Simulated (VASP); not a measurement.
A run of VASP 6.6.1 is set up as follows.

The input INCAR:

```
SYSTEM = Ti
PREC     = Accurate       ! precision mode
ENCUT    = 520            ! plane-wave cutoff, eV
EDIFF    = 1E-6           ! SCF threshold, eV
ISMEAR   = 0              ! smearing method
SIGMA    = 0.15           ! smearing width, eV
LREAL    = .FALSE.        ! projectors in reciprocal space
LASPH    = .TRUE.         ! aspherical terms in the spheres
NELM     = 100            ! most SCF steps
ALGO     = Fast           ! electronic algorithm
ISIF     = 2              ! what is computed and relaxed
LWAVE    = .FALSE.        ! write WAVECAR
LCHARG   = .FALSE.        ! write CHGCAR
GGA      = PE             ! functional
NBANDS   = 19             ! bands
```

File KPOINTS:

```
Automatic mesh
0
G
  18 18 10
  0 0 0
```

Contents of POSCAR:

```
Ti
1.0
    2.9499978604      0.0663749519      0.0000000000
   -1.4175165357      2.5215856123      0.0000000000
    0.0000000000      0.0000000000      4.6860000000
Ti
2
Direct
    0.3333333333      0.6666666667      0.2500000000
    0.6666666667      0.3333333333      0.7500000000
```

Potentials or basis: VASP PAW PBE potentials, release 64 (Ti_sv).

Command:

```sh
$ cat potpaw_PBE.64/Ti_sv/POTCAR > POTCAR
$ mpirun -np 1 vasp_std > vasp.out
```

**Question.** What does it give for the pressure?

**Answer.** -2.1 GPa.

**Question.** Estimate the band gap on the k mesh.

**Answer.** Zero (bands 12 and 13 overlap by 1.05 eV).

**Question.** What does it give for the largest force?

**Answer.** 0.120 eV/Å.

Forces in eV/Å, atoms in the order of the input:
```
Ti  -0.119  0.007  0.000
Ti   0.119 -0.007  0.000
```

Caveat: the cell differs from its parent crystal (strain +0.0450 x Voigt [0, 0, 0, 0, 0, 1]).
